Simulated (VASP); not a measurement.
Set up this calculation in VASP 6.6.1, as the native input.

| Item | Value |
| --- | --- |
| Task | single point |
| Functional | HSE06 |
| Potentials or basis | VASP PAW PBE potentials, release 64 (Pt, Se) |
| Cutoff | 520 eV |
| k mesh | 4 × 4 × 4 |
| Occupations | fermi-dirac, width 0.05 eV |
| Spin | non-collinear spin, zero start, spin-orbit coupling |
| Starting moments | [[0.0, 0.0, 0.0], [0.0, 0.0, 0.0]] μB |
| Dipole correction | no |
| Grid for exact exchange (PRECFOCK) | Normal |
| Further INCAR settings | ALGO = Normal; EDIFF = 1e-06; NBANDS = 28 |
| Share of exact exchange | 0.25 |
| Screening parameter | 0.2079 1/Å |

The system is PtSe.

```
CELL_PARAMETERS angstrom
0.00000 3.03745 3.03745
3.03745 0.00000 3.03745
3.03745 3.03745 0.00000
ATOMIC_POSITIONS crystal
Pt 0.00000 0.00000 0.00000
Se 0.25000 0.25000 0.25000
```

One way to write it, as run:

POSCAR

```
PtSe
1.0
    0.0000000000      3.0374472300      3.0374472300
    3.0374472300      0.0000000000      3.0374472300
    3.0374472300      3.0374472300      0.0000000000
Pt Se
1 1
Direct
    0.0000000000      0.0000000000      0.0000000000
    0.2500000000      0.2500000000      0.2500000000
```

INCAR.step1

```
SYSTEM = PtSe
ALGO = Normal
EDIFF = 1E-5
ENCUT = 520
GGA = PE
GGA_COMPAT = .FALSE.
ISIF = 2
ISMEAR = -1
LASPH = .TRUE.
LCHARG = .FALSE.
LMAXMIX = 4
LNONCOLLINEAR = .TRUE.
LORBIT = 11
LORBMOM = .TRUE.
LREAL = .FALSE.
LSORBIT = .TRUE.
LWAVE = .TRUE.
MAGMOM = 0 0 0 0 0 0
NBANDS = 28
NELM = 150
PREC = Accurate
SIGMA = 0.05
```

INCAR.step2

```
SYSTEM = PtSe
ALGO = Normal
EDIFF = 1E-6
ENCUT = 520
GGA = PE
GGA_COMPAT = .FALSE.
HFSCREEN = 0.2079
ISIF = 2
ISMEAR = -1
ISTART = 1
LASPH = .TRUE.
LCHARG = .FALSE.
LHFCALC = .TRUE.
LMAXMIX = 4
LNONCOLLINEAR = .TRUE.
LORBIT = 11
LORBMOM = .TRUE.
LREAL = .FALSE.
LSORBIT = .TRUE.
LWAVE = .FALSE.
MAGMOM = 0 0 0 0 0 0
NBANDS = 28
NELM = 150
PREC = Accurate
PRECFOCK = Normal
SIGMA = 0.05
```

KPOINTS

```
k-points
0
G
  4 4 4
  0 0 0
```

Potentials or basis: VASP PAW PBE potentials, release 64 (Pt, Se).

The run is started by

```sh
$ cat potpaw_PBE.64/Pt/POTCAR potpaw_PBE.64/Se/POTCAR > POTCAR
$ cp INCAR.step1 INCAR
$ mpirun -np 1 vasp_ncl > vasp.out
$ cp INCAR.step2 INCAR
$ mpirun -np 1 vasp_ncl > vasp.out
```

It gave:

```
Pressure                                              : -13.2 GPa
Net moment                                            : 0.00 μB per cell
Valence electrons inside the program's atomic spheres : Pt 9.02; Se 3.70
```

Caveat: the k points lie up to 0.45 Å⁻¹ apart; the PAW data sets were made with another functional, which shifts forces and pressure a little.

It took 42 min on 1 thread of AMD EPYC 7R13 Processor (Zen 3) (shared host), peak memory 0.4 GiB.
